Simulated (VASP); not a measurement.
# Re (Fm-3m) in VASP: notebook

Re is run at these levels: PBE; tasks: single point, relaxation of cell and atoms.

Program: VASP 6.6.1. These are calculated values, not measurements. Logs are shortened: lines on timing, memory, paths and dates and some standing lists are left out, and cuts for length are marked.

**1. The cell of the first run**

Symmetry: Fm-3m, No. 225, cubic system. The conventional cell has a = 3.915 Å, b = 3.915 Å, c = 3.915 Å, α = 90.00°, β = 90.00°, γ = 90.00°. Within 3.6 Å of Re (site symmetry m-3m) lie 12 Re at 2.77 Å.

**2. Single point, PBE**

The input, INCAR:

```
PREC = Accurate
ENCUT = 520
EDIFF = 1E-6
ISMEAR = 0
SIGMA = 0.1
LREAL = F
LASPH = T
NELM = 80
ALGO = Fast
ISIF = 2
LWAVE = F
LCHARG = F
GGA = PE
NBANDS = 10
```

The input, KPOINTS:

```
regular mesh
0
Gamma
  18 18 18
```

The input, POSCAR:

```
Re
1.0
    0.0000000000      1.9577236186      1.9577236186
    1.9577236186      0.0000000000      1.9577236186
    1.9577236186      1.9577236186      0.0000000000
Re
1
Direct
    0.0000000000      0.0000000000      0.0000000000
```

Potentials or basis: VASP PAW PBE potentials, release 64 (Re).

On the command line:

```bash
cat potpaw_PBE.64/Re/POTCAR > POTCAR
mpirun -np 1 vasp_std > vasp.out
```

OUTCAR:

```text
PREC = Accurate
   ENCUT = 520
   EDIFF = 1E-6
   ISMEAR = 0
   LREAL = F
   LASPH = T
   NELM = 80
   ISIF = 2
   GGA = PE

 ion  position               nearest neighbor table
   1  0.000  0.000  0.000-

  LATTYP: Found a face centered cubic cell.
 ALAT       =     3.9154472372

  Lattice vectors:

 A1 = (   0.0000000000,   1.9577236186,   1.9577236186)
 A2 = (   1.9577236186,   0.0000000000,   1.9577236186)
 A3 = (   1.9577236186,   1.9577236186,   0.0000000000)

Analysis of symmetry for initial positions (statically):
=====================================================================
 Subroutine PRICEL returns:
 Original cell was already a primitive cell.

 Routine SETGRP: Setting up the symmetry group for a
 face centered cubic supercell.

 Subroutine GETGRP returns: Found 48 space group operations
 (whereof 48 operations were pure point group operations)
 out of a pool of 48 trial point group operations.

The static configuration has the point symmetry O_h .

Analysis of symmetry for dynamics (positions and initial velocities):
=====================================================================
 Subroutine PRICEL returns:
 Original cell was already a primitive cell.

 Routine SETGRP: Setting up the symmetry group for a
 face centered cubic supercell.

 Subroutine GETGRP returns: Found 48 space group operations
 (whereof 48 operations were pure point group operations)
 out of a pool of 48 trial point group operations.

The dynamic configuration has the point symmetry O_h .

 Subroutine INISYM returns: Found 48 space group operations
 (whereof 48 operations are pure point group operations),
 and found     1 'primitive' translations

----------------------------------------------------------------------------------------

                                     Primitive cell

  volume of cell :      15.0067

  direct lattice vectors                    reciprocal lattice vectors
     0.000000000  1.957723619  1.957723619    -0.255398666  0.255398666  0.255398666
     1.957723619  0.000000000  1.957723619     0.255398666 -0.255398666  0.255398666
     1.957723619  1.957723619  0.000000000     0.255398666  0.255398666 -0.255398666

  length of vectors
     2.768639293  2.768639293  2.768639293     0.442363465  0.442363465  0.442363465

  position of ions in fractional coordinates (direct lattice)
     0.000000000  0.000000000  0.000000000

  ion indices of the primitive-cell ions
   primitive index   ion index
                 1           1

----------------------------------------------------------------------------------------

 KPOINTS: regular mesh

Automatic generation of k-mesh.
 Grid dimensions read from file:
 generate k-points for:   18   18   18

 Generating k-lattice:

  Cartesian coordinates                     Fractional coordinates (reciprocal lattice)
    -0.014188815  0.014188815  0.014188815     0.055555556  0.000000000  0.000000000
     0.014188815 -0.014188815  0.014188815     0.000000000  0.055555556  0.000000000
     0.014188815  0.014188815 -0.014188815     0.000000000  0.000000000  0.055555556

  Length of vectors
     0.024575748  0.024575748  0.024575748

  Shift w.r.t. Gamma in fractional coordinates (k-lattice)
     0.000000000  0.000000000  0.000000000

 Subroutine IBZKPT returns following result:
 ===========================================

 Found    195 irreducible k-points:

 Following reciprocal coordinates:
            Coordinates               Weight
  0.000000  0.000000  0.000000      1.000000
  0.055556  0.000000  0.000000      8.000000
  0.111111  0.000000  0.000000      8.000000
  0.166667  0.000000  0.000000      8.000000
  0.222222  0.000000  0.000000      8.000000
  0.277778  0.000000  0.000000      8.000000
[... 16 lines left out ...]
 -0.277778  0.055556  0.000000     24.000000
 -0.222222  0.055556  0.000000     24.000000
 [... further k-points ...]
   k-points           NKPTS =    195   k-points in BZ     NKDIM =    195   number of bands    NBANDS=     10
   number of dos      NEDOS =    301   number of ions     NIONS =      1
   total plane-waves  NPLWV =  13824
   dimension x,y,z NGX =    24 NGY =   24 NGZ =   24
   dimension x,y,z NGXF=    48 NGYF=   48 NGZF=   48
   ions per type =               1
   NGX,Y,Z   is equivalent  to a cutoff of  14.41, 14.41, 14.41 a.u.
   NGXF,Y,Z  is equivalent  to a cutoff of  28.82, 28.82, 28.82 a.u.
 SYSTEM =  unknown system
   PREC   = accura    normal or accurate (medium, high low for compatibility)
   ISTART =      0    job   : 0-new  1-cont  2-samecut
   ICHARG =      2    charge: 1-file 2-atom 10-const
   ISPIN  =      1    spin polarized calculation?
   LNONCOLLINEAR =      F non collinear calculations
   LSORBIT =      F    spin-orbit coupling
   LASPH  =      T    aspherical Exc in radial PAW
   ENCUT  =  520.0 eV  38.22 Ry    6.18 a.u.   5.15  5.15  5.15*2*pi/ulx,y,z
   NELM   =     80;   NELMIN=  2; NELMDL= -5     # of ELM steps
   EDIFF  = 0.1E-05   stopping-criterion for ELM
   LREAL  =      F    real-space projection
   EDIFFG = 0.1E-04   stopping-criterion for IOM
   NSW    =      0    number of steps for IOM
   IBRION =     -1    ionic relax: 0-MD 1-quasi-New 2-CG
   NFREE  =      0    steps in history (QN), initial steepest desc. (CG)
   ISIF   =      2    stress and relaxation
   ISYM   =      2    0-nonsym 1-usesym 2-fastsym
   POTIM  = 0.5000    time-step for ionic-motion
   TEBEG  =    0.0;   TEEND  =   0.0 temperature during run
   PSTRESS=    0.0 pullay stress
   NELECT =       7.0000    total number of electrons
   NUPDOWN=      -1.0000    fix difference up-down
   EMIN   =  10.00;   EMAX   =-10.00  energy-range for DOS
   EFERMI =   0.00;   METHOD = LEGACY
   ISMEAR =     0;   SIGMA  =   0.10  broadening in eV -4-tet -1-fermi 0-gaus
   EFERMI_NEDOS =   21; number of points for ismear=-14 and -15
   IALGO  =     68    algorithm
   IMIX   =      4    mixing-type and parameters
     AMIX     =   0.40;   BMIX     =  1.00
     AMIX_MAG =   1.60;   BMIX_MAG =  1.00
  volume/ion in A,a.u.               =      15.01       101.27
  Fermi-wavevector in a.u.,A,eV,Ry     =   1.269637  2.399265 21.932283  1.611977
  Thomas-Fermi vector in A             =   2.402667
   LORBIT       =      0    0 simple, 1 ext, 2 COOP (PROOUT), +10 PAW based schemes
   GGA     = PE    functional components
   LHFCALC =     F    Hartree Fock is set to
   AEXX    =    0.0000 exact exchange contribution
   IVDW    =     0    specifies the selected vdW correction
   LEPSILON=     F    determine dielectric tensor
   LRPA    =     F    only Hartree local field effects (RPA)
 non-spin polarized calculation
 RMM-DIIS sequential band-by-band and
 Gauss-broadening in eV      SIGMA  =   0.10
  energy-cutoff  :      520.00
  volume of cell :       15.01
 maximum number of plane-waves:       419
 NGX is ok and might be reduce to    24
   NGX = 11   NGY = 11   NGZ = 11

 number of electron       7.0000001 magnetization

 Free energy of the ion-electron system (eV)
  ---------------------------------------------------
  ext. energy  EPLUGINS =         0.00000000
  ---------------------------------------------------
  free energy    TOTEN  =       -12.36324806 eV

  energy without entropy =      -12.35881569  energy(sigma->0) =      -12.36103188

 E-fermi :   7.8991     XC(G=0): -13.6236

 val. band max:        7.8774411716   @ k =   0.4444   0.2222   0.0000
 cond. band min:       7.9188670537   @ k =   0.4444   0.3889   0.0556
 fundamental gap:      0.0414258821
 Fermi energy:         7.8990709094

 k-point     1 :       0.0000    0.0000    0.0000
  band No.  band energies     occupation
      1      -2.0835      2.00000
      2       6.0444      2.00000
      3       6.0444      2.00000
      4       6.0444      2.00000
      5       9.1382      0.00000
      6       9.1382      0.00000
      7      21.8047      0.00000
      8      27.3515      0.00000
      9      27.3515      0.00000
     10      27.3515      0.00000

 k-point     2 :       0.0556    0.0000    0.0000
  band No.  band energies     occupation
      1      -1.9427      2.00000
      2       5.9481      2.00000
      3       6.1108      2.00000
      4       6.1108      2.00000
      5       9.0847      0.00000
      6       9.0847      0.00000
      7      22.0790      0.00000
      8      26.6045      0.00000
      9      27.6077      0.00000
     10      27.6077      0.00000

 k-point     3 :       0.1111    0.0000    0.0000
  band No.  band energies     occupation
      1      -1.5352      2.00000
      2       5.6997      2.00000
      3       6.2839      2.00000
      4       6.2839      2.00000
      5       8.9655      0.00000
      6       8.9655      0.00000
      7      22.8235      0.00000
      8      25.2492      0.00000
      9      28.3523      0.00000
     10      28.3523      0.00000

 k-point     4 :       0.1667    0.0000    0.0000
  band No.  band energies     occupation
      1      -0.9111      2.00000
      2       5.4063      2.00000
      3       6.4744      2.00000
      4       6.4744      2.00000
      5       8.9060      0.00000
      6       8.9060      0.00000
      7      23.3577      0.00000
      8      24.4226      0.00000
      9      29.5202      0.00000
     10      29.5202      0.00000
[... 222 lines left out ...]
 k-point    22 :      -0.3333    0.0556    0.0000
  band No.  band energies     occupation
      1       1.1620      2.00000
      2       5.9924      2.00000
      3       6.0675      2.00000
      4       6.2330      2.00000
      5      10.0377      0.00000
      6      11.0586      0.00000
      7      19.8792      0.00000
      8      23.4849      0.00000
      9      29.1797      0.00000
     10      31.5340      0.00000

 k-point    23 :      -0.2778    0.0556    0.0000
  band No.  band energies     occupation
      1       0.8125      2.00000
      2       5.3268      2.00000
      3       6.3012      2.00000
      4       6.4532      2.00000
      5       9.2939      0.00000
      6      10.3617      0.00000
      7      21.0139      0.00000
      8      24.9213      0.00000
      9      30.3336      0.00000
     10      31.4868      0.00000

 k-point    24 :      -0.2222    0.0556    0.0000
  band No.  band energies     occupation
      1       0.1895      2.00000
      2       5.0992      2.00000
      3       6.4940      2.00000
      4       6.6259      2.00000
      5       8.7235      0.00000
      6       9.7419      0.00000
      7      22.1372      0.00000
      8      25.4896      0.00000
      9      30.1856      0.00000
     10      31.4121      0.00000

 [... further k-points ...]
[... 5 lines left out ...]
  --------------------------------------------------------------------------------------
  -------------------------------------------------------------------------------------
  Total       -0.0603100     -0.0603100     -0.0603100     -0.0000000     -0.0000000     -0.0000000
  in kB       -6.4389616     -6.4389616     -6.4389616     -0.0000000     -0.0000000     -0.0000000
  external PRESSURE =      -6.4389616 kB  Pullay stress =       0.0000000 kB

 VOLUME and BASIS-vectors are now :
 -----------------------------------------------------------------------------
  energy-cutoff  :      520.00
  volume of cell :       15.01
      direct lattice vectors                 reciprocal lattice vectors
     0.000000000  1.957723619  1.957723619    -0.255398666  0.255398666  0.255398666
     1.957723619  0.000000000  1.957723619     0.255398666 -0.255398666  0.255398666
     1.957723619  1.957723619  0.000000000     0.255398666  0.255398666 -0.255398666

 POSITION                                       TOTAL-FORCE (eV/Angst)
 -----------------------------------------------------------------------------------
      0.00000      0.00000      0.00000         0.000000      0.000000     -0.000000
 -----------------------------------------------------------------------------------
    total drift:                               -0.000000      0.000000     -0.000000

  FREE ENERGIE OF THE ION-ELECTRON SYSTEM (eV)
  ---------------------------------------------------
  free  energy   TOTEN  =       -12.3632480639 eV

  energy  without entropy=      -12.3588156886  energy(sigma->0) =      -12.36103188
```

It took 26 s on 1 thread of Intel Xeon Platinum 8375C at 2.90GHz (Ice Lake), shared host; peak memory 0.16 GiB.

Results:

```yaml
Free_energy: -12.3632 eV
Pressure: -0.6 GPa
```

Caveat: spin-orbit coupling is left out, which moves the levels of the heavy elements.

**3. Relaxation of cell and atoms, PBE**

The input, INCAR:

```
SYSTEM = Re
PREC     = Accurate       ! precision mode
ENCUT    = 600            ! plane-wave cutoff, eV
EDIFF    = 1E-6           ! SCF threshold, eV
ISMEAR   = 0              ! smearing method
SIGMA    = 0.1            ! smearing width, eV
LREAL    = .False.        ! projectors in reciprocal space
LASPH    = .True.         ! aspherical terms in the spheres
NELM     = 60             ! most SCF steps
ALGO     = Normal         ! electronic algorithm
ISIF     = 3              ! what is computed and relaxed
LWAVE    = .False.        ! write WAVECAR
LCHARG   = .False.        ! write CHGCAR
GGA      = PE             ! functional
IBRION   = 2              ! ionic algorithm
NSW      = 100            ! ionic steps
EDIFFG   = -0.005         ! ionic threshold
```

The input, KPOINTS:

```
regular mesh
0
Gamma
  18 18 18
  0 0 0
```

The input, POSCAR:

```
Re
1.0
    0.0000000000      1.9566279042      1.9566279042
    1.9566279042      0.0000000000      1.9566279042
    1.9566279042      1.9566279042      0.0000000000
Re
1
Direct
    0.0000000000      0.0000000000      0.0000000000
```

Potentials or basis: VASP PAW PBE potentials, release 64 (Re).

On the command line:

```bash
cat potpaw_PBE.64/Re/POTCAR > POTCAR
mpirun -np 1 vasp_std > vasp.out
```

It took 24 s on 1 thread of Intel Xeon Platinum 8375C at 2.90GHz (Ice Lake), shared host; peak memory 0.16 GiB.

Results (log left out):

```
Free energy                            : -12.3644 eV
Relaxed volume                         : 14.99 Å³/atom
Relaxed cell                           : a = 2.767 Å, b = 2.767 Å, c = 2.767 Å, α = 60.00°, β = 60.00°, γ = 60.00°
Space group after relaxing (to 0.05 Å) : Fm-3m (No. 225)
Energy gained by relaxing              : 0.0 meV/atom
Ionic steps                            : 3
Pressure after relaxing                : 0.0 GPa
```

Final structure:
```yaml
crystal:
  lattice:
    - [0.00000, 1.95686, 1.95686]
    - [1.95686, 0.00000, 1.95686]
    - [1.95686, 1.95686, 0.00000]
  atoms:
    - { symbol: Re, position: [0.00000, 0.00000, 0.00000] }
```

Levels at points of the mesh, in eV from the Fermi level:
```tsv
k point	band 2	band 3	band 4	band 5	band 6	band 7
(0.00, 0.00, 0.00)	-1.86	-1.86	-1.86	1.24	1.24	13.91
(0.50, 0.00, 0.00)	-2.06	-2.06	0.20	3.72	3.72	9.72
(0.50, 0.50, 0.00)	-5.81	2.74	3.67	4.45	4.45	12.14
```

Caveat: spin-orbit coupling is left out, which moves the levels of the heavy elements.
